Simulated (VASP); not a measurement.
# Os (P6_3/mmc) in VASP: notebook

Runs on Os. Level: LDA. Tasks: single point, relaxation of cell and atoms.

All numbers are computed with VASP 6.6.1; they aren't measurements. Logs are shortened: lines on timing, memory, paths and dates and some standing lists are left out, and cuts for length are marked.

### Step 1. The cell of the first run

Symmetry: P6_3/mmc, No. 194, hexagonal system. Conventional cell: a = 2.726 Å, b = 2.726 Å, c = 4.301 Å, α = 90.00°, β = 90.00°, γ = 120.00°. Os (site symmetry -6m2) has 12 Os at 2.66 to 2.73 Å within 3.5 Å.

### Step 2. Single point, LDA

File INCAR:

```
SYSTEM = Os
PREC = Accurate
ENCUT = 520
EDIFF = 1E-6
ISMEAR = -1
SIGMA = 0.05
LREAL = .FALSE.
LASPH = .TRUE.
NELM = 60
ALGO = Normal
ISIF = 2
LWAVE = .FALSE.
LCHARG = .FALSE.
NBANDS = 15
```

File KPOINTS:

```
regular mesh
0
G
  20 20 11
  0 0 0
```

File POSCAR:

```
Os
1.0
    2.7255158632      0.0000000000      0.0000000000
   -1.3627579316      2.3603659760      0.0000000000
    0.0000000000      0.0000000000      4.3013942627
Os
2
Direct
    0.3333333333      0.6666666667      0.2500000000
    0.6666666667      0.3333333333      0.7500000000
```

Potentials or basis: VASP PAW LDA potentials, release 64 (Os).

Run with:

```sh
cat potpaw_LDA.64/Os/POTCAR > POTCAR
mpirun -np 1 vasp_std > vasp.out
```

OUTCAR:

```text
SYSTEM = Os
   PREC = Accurate
   ENCUT = 520
   EDIFF = 1E-6
   ISMEAR = -1
   LREAL = .FALSE.
   LASPH = .TRUE.
   NELM = 60
   ISIF = 2

 ion  position               nearest neighbor table
   1  0.333  0.667  0.250-   2 2.66   2 2.66   2 2.66   2 2.66   2 2.66   2 2.66
   2  0.667  0.333  0.750-   1 2.66   1 2.66   1 2.66   1 2.66   1 2.66   1 2.66

  LATTYP: Found a hexagonal cell.
 ALAT       =     2.7255158632
 C/A-ratio  =     1.5781945432

  Lattice vectors:

 A1 = (   2.7255158632,   0.0000000000,   0.0000000000)
 A2 = (  -1.3627579316,   2.3603659760,   0.0000000000)
 A3 = (   0.0000000000,   0.0000000000,   4.3013942627)

Analysis of symmetry for initial positions (statically):
=====================================================================
 Subroutine PRICEL returns:
 Original cell was already a primitive cell.

 Routine SETGRP: Setting up the symmetry group for a
 hexagonal supercell.

 Subroutine GETGRP returns: Found 24 space group operations
 (whereof 12 operations were pure point group operations)
 out of a pool of 24 trial point group operations.

The static configuration has the point symmetry D_3d.
 The point group associated with its full space group is D_6h.

Analysis of symmetry for dynamics (positions and initial velocities):
=====================================================================
 Subroutine PRICEL returns:
 Original cell was already a primitive cell.

 Routine SETGRP: Setting up the symmetry group for a
 hexagonal supercell.

 Subroutine GETGRP returns: Found 24 space group operations
 (whereof 12 operations were pure point group operations)
 out of a pool of 24 trial point group operations.

The dynamic configuration has the point symmetry D_3d.
 The point group associated with its full space group is D_6h.

 Subroutine INISYM returns: Found 24 space group operations
 (whereof 12 operations are pure point group operations),
 and found     1 'primitive' translations

----------------------------------------------------------------------------------------

                                     Primitive cell

  volume of cell :      27.6718

  direct lattice vectors                    reciprocal lattice vectors
     2.725515863  0.000000000  0.000000000     0.366903020  0.211831557  0.000000000
    -1.362757932  2.360365976  0.000000000     0.000000000  0.423663114  0.000000000
     0.000000000  0.000000000  4.301394263     0.000000000  0.000000000  0.232482758

  length of vectors
     2.725515863  2.725515863  4.301394263     0.423663114  0.423663114  0.232482758

  position of ions in fractional coordinates (direct lattice)
     0.333333333  0.666666667  0.250000000
     0.666666667  0.333333333  0.750000000

  ion indices of the primitive-cell ions
   primitive index   ion index
                 1           1
                 2           2

----------------------------------------------------------------------------------------

 KPOINTS: regular mesh

Automatic generation of k-mesh.
 Grid dimensions read from file:
 generate k-points for:   20   20   11

 Generating k-lattice:

  Cartesian coordinates                     Fractional coordinates (reciprocal lattice)
     0.018345151  0.010591578  0.000000000     0.050000000  0.000000000  0.000000000
     0.000000000  0.021183156  0.000000000     0.000000000  0.050000000  0.000000000
     0.000000000  0.000000000  0.021134796     0.000000000  0.000000000  0.090909091

  Length of vectors
     0.021183156  0.021183156  0.021134796

  Shift w.r.t. Gamma in fractional coordinates (k-lattice)
     0.000000000  0.000000000  0.000000000

 Subroutine IBZKPT returns following result:
 ===========================================

 Found    264 irreducible k-points:

 Following reciprocal coordinates:
            Coordinates               Weight
  0.000000  0.000000  0.000000      1.000000
  0.050000  0.000000  0.000000      6.000000
  0.100000 -0.000000  0.000000      6.000000
  0.150000  0.000000  0.000000      6.000000
  0.200000 -0.000000  0.000000      6.000000
  0.250000  0.000000  0.000000      6.000000
[... 16 lines left out ...]
  0.200000  0.100000  0.000000     12.000000
  0.250000  0.100000  0.000000     12.000000
 [... further k-points ...]
   k-points           NKPTS =    264   k-points in BZ     NKDIM =    264   number of bands    NBANDS=     15
   number of dos      NEDOS =    301   number of ions     NIONS =      2
   total plane-waves  NPLWV =  12800
   dimension x,y,z NGX =    20 NGY =   20 NGZ =   32
   dimension x,y,z NGXF=    40 NGYF=   40 NGZF=   64
   ions per type =               2
   NGX,Y,Z   is equivalent  to a cutoff of  12.20, 12.20, 12.37 a.u.
   NGXF,Y,Z  is equivalent  to a cutoff of  24.40, 24.40, 24.74 a.u.
 SYSTEM =  Os
   PREC   = accura    normal or accurate (medium, high low for compatibility)
   ISTART =      0    job   : 0-new  1-cont  2-samecut
   ICHARG =      2    charge: 1-file 2-atom 10-const
   ISPIN  =      1    spin polarized calculation?
   LNONCOLLINEAR =      F non collinear calculations
   LSORBIT =      F    spin-orbit coupling
   LASPH  =      T    aspherical Exc in radial PAW
   ENCUT  =  520.0 eV  38.22 Ry    6.18 a.u.   5.07  5.07  8.00*2*pi/ulx,y,z
   NELM   =     60;   NELMIN=  2; NELMDL= -5     # of ELM steps
   EDIFF  = 0.1E-05   stopping-criterion for ELM
   LREAL  =      F    real-space projection
   EDIFFG = 0.1E-04   stopping-criterion for IOM
   NSW    =      0    number of steps for IOM
   IBRION =     -1    ionic relax: 0-MD 1-quasi-New 2-CG
   NFREE  =      0    steps in history (QN), initial steepest desc. (CG)
   ISIF   =      2    stress and relaxation
   ISYM   =      2    0-nonsym 1-usesym 2-fastsym
   POTIM  = 0.5000    time-step for ionic-motion
   TEBEG  =    0.0;   TEEND  =   0.0 temperature during run
   PSTRESS=    0.0 pullay stress
   NELECT =      16.0000    total number of electrons
   NUPDOWN=      -1.0000    fix difference up-down
   EMIN   =  10.00;   EMAX   =-10.00  energy-range for DOS
   EFERMI =   0.00;   METHOD = LEGACY
   ISMEAR =    -1;   SIGMA  =   0.05  broadening in eV -4-tet -1-fermi 0-gaus
   EFERMI_NEDOS =   21; number of points for ismear=-14 and -15
   IALGO  =     38    algorithm
   IMIX   =      4    mixing-type and parameters
     AMIX     =   0.40;   BMIX     =  1.00
     AMIX_MAG =   1.60;   BMIX_MAG =  1.00
  volume/ion in A,a.u.               =      13.84        93.37
  Fermi-wavevector in a.u.,A,eV,Ry     =   1.363858  2.577317 25.308303  1.860108
  Thomas-Fermi vector in A             =   2.490224
   LORBIT       =      0    0 simple, 1 ext, 2 COOP (PROOUT), +10 PAW based schemes
   GGA     = CA    functional components
   LHFCALC =     F    Hartree Fock is set to
   AEXX    =    0.0000 exact exchange contribution
   IVDW    =     0    specifies the selected vdW correction
   LEPSILON=     F    determine dielectric tensor
   LRPA    =     F    only Hartree local field effects (RPA)
 non-spin polarized calculation
  energy-cutoff  :      520.00
  volume of cell :       27.67
 maximum number of plane-waves:       760
   NGX = 11   NGY = 11   NGZ = 15

 number of electron      15.9999998 magnetization

 Free energy of the ion-electron system (eV)
  ---------------------------------------------------
  ext. energy  EPLUGINS =         0.00000000
  ---------------------------------------------------
  free energy    TOTEN  =       -25.30972060 eV

  energy without entropy =      -25.29947451  energy(sigma->0) =      -25.30459755

 E-fermi :   9.6067     XC(G=0): -14.2420

 val. band max:        9.5953628377   @ k =   0.4000   0.0500   0.3636
 cond. band min:       9.6118473216   @ k =   0.5000   0.0000   0.3636
 fundamental gap:      0.0164844839
 Fermi energy:         9.6066654633

 k-point     1 :       0.0000    0.0000    0.0000
  band No.  band energies     occupation
      1      -1.4056      2.00000
      2       1.6926      2.00000
      3       6.4376      2.00000
      4       6.4376      2.00000
      5       6.7081      2.00000
      6       7.2948      2.00000
      7       7.2948      2.00000
      8       7.9518      2.00000
      9       7.9518      2.00000
     10       9.7193      0.19007
     11      11.2640      0.00000
     12      11.2640      0.00000
     13      18.7813      0.00000
     14      23.6691      0.00000
     15      26.4069      0.00000

 k-point     2 :       0.0500    0.0000    0.0000
  band No.  band energies     occupation
      1      -1.3025      2.00000
      2       1.7845      2.00000
      3       6.1896      2.00000
      4       6.5282      2.00000
      5       6.9284      2.00000
      6       7.2317      2.00000
      7       7.3794      2.00000
      8       7.8326      2.00000
      9       7.8769      2.00000
     10       9.1563      1.99976
     11      11.3170      0.00000
     12      11.9733      0.00000
     13      18.7752      0.00000
     14      23.8851      0.00000
     15      26.5426      0.00000

 k-point     3 :       0.1000   -0.0000    0.0000
  band No.  band energies     occupation
      1      -0.9999      2.00000
      2       2.0455      2.00000
      3       5.8115      2.00000
      4       6.7974      2.00000
      5       7.0311      2.00000
      6       7.2830      2.00000
      7       7.3698      2.00000
      8       7.6305      2.00000
      9       7.6743      2.00000
     10       8.4808      2.00000
     11      11.4557      0.00000
     12      13.1979      0.00000
     13      18.7426      0.00000
     14      24.4877      0.00000
     15      26.9114      0.00000
[... 343 lines left out ...]
 k-point    23 :       0.2000    0.1000    0.0000
  band No.  band energies     occupation
      1       1.0478      2.00000
      2       3.2741      2.00000
      3       4.7519      2.00000
      4       4.8127      2.00000
      5       6.4106      2.00000
      6       6.4947      2.00000
      7       7.7495      2.00000
      8       8.4919      2.00000
      9       8.9725      1.99999
     10       9.8392      0.01894
     11      11.8982      0.00000
     12      17.7458      0.00000
     13      18.3057      0.00000
     14      23.7271      0.00000
     15      25.0580      0.00000

 k-point    24 :       0.2500    0.1000    0.0000
  band No.  band energies     occupation
      1       1.7136      2.00000
      2       3.2016      2.00000
      3       4.1952      2.00000
      4       4.9440      2.00000
      5       6.1991      2.00000
      6       6.6398      2.00000
      7       7.5012      2.00000
      8       9.0785      1.99995
      9       9.7923      0.04765
     10      10.7113      0.00000
     11      11.9942      0.00000
     12      18.2056      0.00000
     13      19.0233      0.00000
     14      21.8333      0.00000
     15      23.7549      0.00000

 [... further k-points ...]

------------------------ aborting loop because EDIFF is reached ----------------------------------------

  FORCE on cell =-STRESS in cart. coord.  units (eV):
  Direction    XX          YY          ZZ          XY          YZ          ZX
  --------------------------------------------------------------------------------------
  -------------------------------------------------------------------------------------
  Total       -0.5761380     -0.5761380     -0.6525070      0.0000000     -0.0000000      0.0000000
  in kB      -33.3579846    -33.3579846    -37.7796924      0.0000000     -0.0000000      0.0000000
  external PRESSURE =     -34.8318872 kB  Pullay stress =       0.0000000 kB

 VOLUME and BASIS-vectors are now :
 -----------------------------------------------------------------------------
  energy-cutoff  :      520.00
  volume of cell :       27.67
      direct lattice vectors                 reciprocal lattice vectors
     2.725515863  0.000000000  0.000000000     0.366903020  0.211831557  0.000000000
    -1.362757932  2.360365976  0.000000000     0.000000000  0.423663114  0.000000000
     0.000000000  0.000000000  4.301394263     0.000000000  0.000000000  0.232482758

 POSITION                                       TOTAL-FORCE (eV/Angst)
 -----------------------------------------------------------------------------------
     -0.00000      1.57358      1.07535        -0.000000      0.000000      0.000000
      1.36276      0.78679      3.22605         0.000000     -0.000000      0.000000
 -----------------------------------------------------------------------------------
    total drift:                               -0.000000      0.000000     -0.000000

  FREE ENERGIE OF THE ION-ELECTRON SYSTEM (eV)
  ---------------------------------------------------
  free  energy   TOTEN  =       -25.3097205959 eV

  energy  without entropy=      -25.2994745072  energy(sigma->0) =      -25.30459755
```

Run time: 30 s. Hardware: 1 thread of Intel Xeon 6975P-C (Granite Rapids), shared host; peak memory 0.2 GiB.

Results:

| Quantity | Value |
| --- | --- |
| Free energy | -25.3097 eV |
| Pressure | -3.5 GPa |
| Band gap on the k mesh | zero (bands 8 and 9 overlap by 4.02 eV) |

Levels at points of the mesh, in eV from the Fermi level:
```csv
k point,band 5,band 6,band 7,band 8,band 9,band 10,band 11,band 12
"(0.00, 0.00, 0.00)",-2.90,-2.31,-2.31,-1.65,-1.65,0.11,1.66,1.66
"(0.50, 0.00, 0.00)",-2.92,-2.63,-1.95,2.00,2.58,2.72,4.45,5.77
```

Caveat: the cell stands under tension; spin-orbit coupling is left out, which moves the levels of the heavy elements.

### Step 3. Relaxation of cell and atoms, LDA

This run uses another cell than the first one, of 13.70 Å³/atom.

File INCAR:

```
PREC = Accurate ; ENCUT = 600
EDIFF = 1E-6 ; ISMEAR = -1
SIGMA = 0.05 ; LREAL = F
LASPH = T ; NELM = 80
ALGO = Normal ; ISIF = 3
LWAVE = F ; LCHARG = F
IBRION = 2 ; NSW = 60
EDIFFG = -0.01
```

File KPOINTS:

```
Automatic mesh
0
Gamma
  20 20 11
```

File POSCAR:

```
Os
1.0
    2.7164909102      0.0000000000      0.0000000000
   -1.3582454551      2.3525501374      0.0000000000
    0.0000000000      0.0000000000      4.2871511311
Os
2
Direct
    0.3333333333      0.6666666667      0.2500000000
    0.6666666667      0.3333333333      0.7500000000
```

Potentials or basis: VASP PAW LDA potentials, release 64 (Os).

Run with:

```sh
cat potpaw_LDA.64/Os/POTCAR > POTCAR
mpirun -np 1 vasp_std > vasp.out
```

It took 66 s on 1 thread of Intel Xeon 6975P-C (Granite Rapids), shared host; peak memory 0.23 GiB.

The run converged. Its results:

```yaml
Free_energy: -25.3160 eV
Relaxed_volume: 13.74 Å³/atom
Relaxed_cell: a = 2.719 Å, b = 2.719 Å, c = 4.291 Å, α = 90.00°, β = 90.00°, γ = 120.00°
Space_group_after_relaxing_to_0.1_Å: P6_3/mmc (No. 194)
Energy_gained_by_relaxing: 0.1 meV/atom
Ionic_steps: 3
Pressure_after_relaxing: 0.0 GPa
Band_gap_on_the_k_mesh: zero (bands 8 and 9 overlap by 4.07 eV)
```

Stress tensor (GPa, compression positive):
```
 0.04  0.00  0.00
 0.00  0.04  0.00
 0.00  0.00 -0.11
```

Step by step:
```
step  energy change (eV)  largest force (eV/Å)  pressure (GPa)  volume (Å³)
   1              0.0000                0.0000            1.23        27.40
   2              0.0057                0.0000           -5.51        27.82
   3             -0.0003                0.0000           -0.01        27.47
```

Final structure:
```xyz
2
Lattice="2.7190 0.0000 0.0000 -1.3595 2.3547 0.0000 0.0000 0.0000 4.2908" Properties=species:S:1:pos:R:3 pbc="T T T"
Os    0.0000    1.5698    1.0727
Os    1.3595    0.7849    3.2181
```

Levels at points of the mesh, in eV from the Fermi level:
| k point | band 5 | band 6 | band 7 | band 8 | band 9 | band 10 | band 11 | band 12 |
| --- | --- | --- | --- | --- | --- | --- | --- | --- |
| (0.00, 0.00, 0.00) | -2.93 | -2.34 | -2.34 | -1.67 | -1.67 | 0.11 | 1.68 | 1.68 |
| (0.50, 0.00, 0.00) | -2.94 | -2.65 | -1.97 | 2.03 | 2.61 | 2.76 | 4.50 | 5.83 |

Caveat: spin-orbit coupling is left out, which moves the levels of the heavy elements.

[end of part 1 of 2]
